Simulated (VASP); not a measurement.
# SrO (Fm-3m) in VASP: a series of runs

The runs below take SrO through single point, with PBEsol.

Program: VASP 6.6.1. These are calculated values, not measurements. Logs are shortened: lines on timing, memory, paths and dates and some standing lists are left out, and cuts for length are marked.

## Step 1: The cell of the first run

Symmetry: Fm-3m, No. 225, cubic system. The conventional cell has a = 5.133 Å, b = 5.133 Å, c = 5.133 Å, α = 90.00°, β = 90.00°, γ = 90.00°. Within 3.4 Å of Sr (site symmetry m-3m) lie 6 O at 2.57 Å. O (site symmetry m-3m) has 6 Sr at 2.57 Å within 3.4 Å.

## Step 2: Single point, PBEsol, non-collinear spin, zero start, spin-orbit coupling

Input file INCAR:

```
  PREC = Accurate
  ENCUT = 520
  EDIFF = 1E-6
  ISMEAR = -1
  SIGMA = 0.05
  LREAL = F
  LASPH = T
  NELM = 150
  ALGO = Normal
  ISIF = 2
  LWAVE = F
  LCHARG = F
  LNONCOLLINEAR = T
  MAGMOM = 0 0 0 0 0 0
  LORBIT = 11
  LSORBIT = T
  GGA_COMPAT = F
  LORBMOM = T
  GGA = PS
  NBANDS = 28
```

Input file KPOINTS:

```
regular mesh
0
Gamma
  7 7 7
```

Input file POSCAR:

```
SrO
1.0
    0.0000000000      2.5663000000      2.5663000000
    2.5663000000      0.0000000000      2.5663000000
    2.5663000000      2.5663000000      0.0000000000
Sr O
1 1
Direct
    0.5000000000      0.5000000000      0.5000000000
    0.0000000000      0.0000000000      0.0000000000
```

Potentials or basis: VASP PAW PBE potentials, release 64 (Sr_sv, O).

The run is started by

```bash
$ cat potpaw_PBE.64/Sr_sv/POTCAR potpaw_PBE.64/O/POTCAR > POTCAR
$ mpirun -np 1 vasp_ncl > vasp.out
```

OUTCAR:

```text
PREC = Accurate
   ENCUT = 520
   EDIFF = 1E-6
   ISMEAR = -1
   LREAL = F
   LASPH = T
   NELM = 150
   ISIF = 2
   LNONCOLLINEAR = T
   LORBIT = 11
   LSORBIT = T
   GGA = PS

 ion  position               nearest neighbor table
   1  0.500  0.500  0.500-   2 2.57   2 2.57   2 2.57   2 2.57   2 2.57   2 2.57
   2  0.000  0.000  0.000-   1 2.57   1 2.57   1 2.57   1 2.57   1 2.57   1 2.57

  LATTYP: Found a face centered cubic cell.
 ALAT       =     5.1326000000

  Lattice vectors:

 A1 = (   0.0000000000,   2.5663000000,   2.5663000000)
 A2 = (   2.5663000000,   0.0000000000,   2.5663000000)
 A3 = (   2.5663000000,   2.5663000000,   0.0000000000)

Analysis of symmetry for initial positions (statically):
=====================================================================
 Subroutine PRICEL returns:
 Original cell was already a primitive cell.

 Routine SETGRP: Setting up the symmetry group for a
 face centered cubic supercell.

 Subroutine GETGRP returns: Found 48 space group operations
[... 9 lines left out ...]

 Routine SETGRP: Setting up the symmetry group for a
 face centered cubic supercell.

 Subroutine GETGRP returns: Found 48 space group operations
 (whereof 48 operations were pure point group operations)
 out of a pool of 48 trial point group operations.

The dynamic configuration has the point symmetry O_h .

Analysis of structural, dynamic, and magnetic symmetry:
=====================================================================
 Subroutine PRICEL returns:
 Original cell was already a primitive cell.

 Routine SETGRP: Setting up the symmetry group for a
 face centered cubic supercell.

 Subroutine GETGRP returns: Found 48 space group operations
 (whereof 48 operations were pure point group operations)
 out of a pool of 48 trial point group operations.

The overall configuration has the point symmetry O_h .

 Subroutine INISYM returns: Found 48 space group operations
[... 5 lines left out ...]
                                     Primitive cell

  volume of cell :      33.8028

  direct lattice vectors                    reciprocal lattice vectors
     0.000000000  2.566300000  2.566300000    -0.194833028  0.194833028  0.194833028
     2.566300000  0.000000000  2.566300000     0.194833028 -0.194833028  0.194833028
     2.566300000  2.566300000  0.000000000     0.194833028  0.194833028 -0.194833028

  length of vectors
[... 777 lines left out ...]
      2.56630      2.56630      2.56630         0.000000     -0.000000      0.000000
      0.00000      0.00000      0.00000        -0.000000      0.000000     -0.000000
 -----------------------------------------------------------------------------------
    total drift:                                0.000000      0.000000      0.000000

  FREE ENERGIE OF THE ION-ELECTRON SYSTEM (eV)
  ---------------------------------------------------
  free  energy   TOTEN  =       -12.7277245324 eV

  energy  without entropy=      -12.7277245323  energy(sigma->0) =      -12.72772453

 orbital moment (x)

 # of ion     p       d       tot
 ----------------------------------------
  1         0.000  -0.000  -0.000
  2         0.000   0.000   0.000
 ----------------------------------------
            0.000  -0.000  -0.000

 orbital moment (y)

 # of ion     p       d       tot
 ----------------------------------------
  1         0.000   0.000   0.000
  2         0.000   0.000   0.000
 ----------------------------------------
            0.000   0.000   0.000

 orbital moment (z)

 # of ion     p       d       tot
 ----------------------------------------
  1         0.000   0.000   0.000
  2        -0.000   0.000  -0.000
 ----------------------------------------
           -0.000   0.000  -0.000

 Spin-Orbit-Coupling matrix elements

 Ion:    1  E_soc:     -0.1769047
 l=   1
     0.0000000    -0.0294574    -0.0294574
    -0.0294574     0.0000000    -0.0294574
    -0.0294574    -0.0294574     0.0000000
 l=   2
     0.0000000    -0.0000017     0.0000000    -0.0000017    -0.0000250
    -0.0000017     0.0000000    -0.0000188    -0.0000017    -0.0000063
     0.0000000    -0.0000188     0.0000000    -0.0000188     0.0000000
    -0.0000017    -0.0000017    -0.0000188     0.0000000    -0.0000063
    -0.0000250    -0.0000063     0.0000000    -0.0000063     0.0000000
 l=   3
     0.0000000     0.0000000     0.0000000     0.0000000     0.0000000     0.0000000     0.0000000
     0.0000000     0.0000000     0.0000000     0.0000000     0.0000000     0.0000000     0.0000000
     0.0000000     0.0000000     0.0000000     0.0000000     0.0000000     0.0000000     0.0000000
     0.0000000     0.0000000     0.0000000     0.0000000     0.0000000     0.0000000     0.0000000
     0.0000000     0.0000000     0.0000000     0.0000000     0.0000000     0.0000000     0.0000000
     0.0000000     0.0000000     0.0000000     0.0000000     0.0000000     0.0000000     0.0000000
     0.0000000     0.0000000     0.0000000     0.0000000     0.0000000     0.0000000     0.0000000

 Ion:    2  E_soc:     -0.0003227
 l=   1
     0.0000000    -0.0000538    -0.0000538
    -0.0000538     0.0000000    -0.0000538
    -0.0000538    -0.0000538     0.0000000
 l=   2
     0.0000000     0.0000000     0.0000000     0.0000000     0.0000000
     0.0000000     0.0000000     0.0000000     0.0000000     0.0000000
     0.0000000     0.0000000     0.0000000     0.0000000     0.0000000
     0.0000000     0.0000000     0.0000000     0.0000000     0.0000000
     0.0000000     0.0000000     0.0000000     0.0000000     0.0000000
 l=   3
     0.0000000     0.0000000     0.0000000     0.0000000     0.0000000     0.0000000     0.0000000
     0.0000000     0.0000000     0.0000000     0.0000000     0.0000000     0.0000000     0.0000000
     0.0000000     0.0000000     0.0000000     0.0000000     0.0000000     0.0000000     0.0000000
     0.0000000     0.0000000     0.0000000     0.0000000     0.0000000     0.0000000     0.0000000
     0.0000000     0.0000000     0.0000000     0.0000000     0.0000000     0.0000000     0.0000000
     0.0000000     0.0000000     0.0000000     0.0000000     0.0000000     0.0000000     0.0000000
     0.0000000     0.0000000     0.0000000     0.0000000     0.0000000     0.0000000     0.0000000

 total charge

# of ion       s       p       d       tot
------------------------------------------
    1        2.016   5.804   0.263   8.083
    2        1.548   3.403   0.000   4.951
--------------------------------------------------
tot          3.564   9.207   0.263  13.035

 magnetization (x)

# of ion       s       p       d       tot
------------------------------------------
    1       -0.000  -0.000   0.000  -0.000
    2       -0.000   0.000   0.000   0.000
--------------------------------------------------
tot         -0.000   0.000   0.000  -0.000

 magnetization (y)

# of ion       s       p       d       tot
------------------------------------------
    1        0.000  -0.000   0.000   0.000
    2        0.000   0.000   0.000   0.000
--------------------------------------------------
tot          0.000   0.000   0.000   0.000

 magnetization (z)

# of ion       s       p       d       tot
------------------------------------------
    1       -0.000   0.000   0.000  -0.000
    2       -0.000   0.000   0.000  -0.000
--------------------------------------------------
tot         -0.000   0.000   0.000  -0.000
```

OSZICAR:

```text
N       E                     dE             d eps       ncg     rms          rms(c)
DAV:   1     0.810872886043E+02    0.81087E+02   -0.78667E+03  1128   0.108E+03
DAV:   2    -0.892331096388E+01   -0.90011E+02   -0.83602E+02  1404   0.255E+02
DAV:   3    -0.145519607801E+02   -0.56286E+01   -0.55815E+01  1676   0.529E+01
DAV:   4    -0.147040376306E+02   -0.15208E+00   -0.15189E+00  1440   0.680E+00
DAV:   5    -0.147050388161E+02   -0.10012E-02   -0.10011E-02  1452   0.627E-01    0.231E+01
DAV:   6    -0.128643005958E+02    0.18407E+01   -0.59774E+00  1148   0.198E+01    0.242E+01
DAV:   7    -0.127518201967E+02    0.11248E+00   -0.54232E-01  1324   0.592E+00    0.144E+01
DAV:   8    -0.127276496863E+02    0.24171E-01   -0.14816E-01  1272   0.375E+00    0.215E+00
DAV:   9    -0.127271878233E+02    0.46186E-03   -0.74056E-03  1612   0.654E-01    0.304E-01
DAV:  10    -0.127274531853E+02   -0.26536E-03   -0.78967E-04  1308   0.217E-01    0.160E-01
DAV:  11    -0.127277175756E+02   -0.26439E-03   -0.20290E-04  1172   0.137E-01    0.232E-02
DAV:  12    -0.127277228968E+02   -0.53212E-05   -0.22119E-05  1448   0.424E-02    0.126E-02
DAV:  13    -0.127277245300E+02   -0.16332E-05   -0.32254E-06  1244   0.173E-02    0.714E-03
DAV:  14    -0.127277245324E+02   -0.23847E-08   -0.23566E-07   824   0.427E-03
   1 F= -.12727725E+02 E0= -.12727725E+02  d E =-.474554E-10  mag=     0.0000    -0.0000    -0.0000
```

It took 21 s on 1 thread of Intel Xeon 6975P-C (Granite Rapids), shared host; peak memory 0.25 GiB.

Results:

```yaml
Free_energy: -12.7277 eV
Pressure: 0.1 GPa
Net_moment: 0.00 μB per cell
Valence_electrons_inside_the_program's_atomic_spheres: Sr 8.08; O 4.95
```

Moments on the atoms (μB; x, y, z):
```
Sr  0.00 0.00 0.00
O   0.00 0.00 0.00
```

Caveat: the PAW data sets were made with another functional, which shifts forces and pressure a little.

## Step 3: Single point, PBEsol

Input file INCAR:

```
SYSTEM = SrO
  PREC = Accurate
  ENCUT = 520
  EDIFF = 1E-6
  ISMEAR = -1
  SIGMA = 0.05
  LREAL = .FALSE.
  LASPH = .TRUE.
  NELM = 60
  ALGO = Normal
  ISIF = 2
  LWAVE = .FALSE.
  LCHARG = .FALSE.
  GGA = PS
  NBANDS = 15
```

Input file KPOINTS:

```
regular mesh
0
G
  9 9 9
  0 0 0
```

POSCAR is that of step 2.

Potentials or basis: VASP PAW PBE potentials, release 64 (Sr_sv, O).

The run is started by

```bash
$ cat potpaw_PBE.64/Sr_sv/POTCAR potpaw_PBE.64/O/POTCAR > POTCAR
$ mpirun -np 1 vasp_std > vasp.out
```

Run time: 22 s. Hardware: 1 thread of AMD EPYC 7R43 (Zen 3), shared host; peak memory 0.13 GiB.

It converged, with:

| Property | Result |
| --- | --- |
| Free energy | -12.6397 eV |
| Pressure | 0.1 GPa |
| Band gap on the k mesh | 3.21 eV, indirect (least direct gap 3.30 eV) |

Levels at points of the mesh, in eV from the valence-band top:
```tsv
k point	band 4	band 5	band 6	band 7	band 8	band 9	band 10	band 11	band 12	band 13
(0.00, 0.00, 0.00)	-13.86	-13.86	0.00	0.00	0.00	3.86	6.17	6.17	6.17	8.38
```

Caveat: the PAW data sets were made with another functional, which shifts forces and pressure a little.
